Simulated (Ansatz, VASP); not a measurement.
One calculation of Y, two programs

```
Y
1.0
     3.67883    0.00000    0.00000
    -1.83941    3.18596    0.00000
     0.00000    0.00000    5.74613
Y
2
Direct
  0.33333 0.66667 0.25000
  0.66667 0.33333 0.75000
```

Alike in both runs: functional r2SCAN; k mesh 12 × 12 × 6; occupations fermi-dirac, width 0.15 eV; no spin polarisation.

Ansatz relaxed the structure, and its values are those at the end. VASP's run is a single point on that final structure, the one shown.

|  | VASP | Ansatz |
| --- | --- | --- |
| version | VASP 6.6.1 | Ansatz 0.2.0 |
| potentials or method | VASP PAW PBE potentials, release 64 (Y_sv), cutoff 520 eV | scalar-relativistic, plane waves, PAW |
| valence electrons in the cell | 22 | 22 |

```tsv
	VASP	Ansatz	Ansatz less VASP
gap on the k mesh at the Fermi level (eV)	none	none	-
pressure (GPa)	0.0	0.0	+0.01
```

VASP's potentials were made for PBE, not for r2SCAN. A gap of «none» marks a metal or a gap that the smearing closes.
